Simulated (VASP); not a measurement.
Crystal: SiO2.

```xyz
6
Lattice="4.1758 0.0000 0.0000 0.0000 4.1758 0.0000 0.0000 0.0000 2.6733" Properties=species:S:1:pos:R:3 pbc="T T T"
Si    0.0000    0.0000    0.0000
Si    2.0879    2.0879    1.3367
O     1.2756    1.2756    0.0000
O     0.8123    3.3634    1.3367
O     2.9002    2.9002    0.0000
O     3.3634    0.8123    1.3367
```

Base run:

```yaml
Program: VASP 6.6.1
Functional: PBE
Potentials_or_basis: VASP PAW PBE potentials, release 64 (Si, O)
Cutoff: 520 eV
k_mesh: 6 × 6 × 8, shifted
Occupations: gaussian, width 0.05 eV
Spin: no spin polarisation
```

Its results: band gap on the k mesh 6.11 eV; pressure 10.2 GPa; largest force 0.015 eV/Å.

Question: The run is repeated on the same cell with these changes: k mesh from 6 × 6 × 8, shifted to 6 × 6 × 8, through Γ; further incar settings from ALGO = Normal; EDIFF = 1e-06; NBANDS = 25; ISYM = 0 to ALGO = Normal; EDIFF = 1e-06; NBANDS = 25. What comes out?

Answer: Band gap on the k mesh 5.55 eV; pressure 10.2 GPa; largest force 0.015 eV/Å.

Caveats: the cell stands under pressure; a shifted mesh leaves out Γ, where band edges can lie (at least some runs).

A k mesh can miss the band edges.
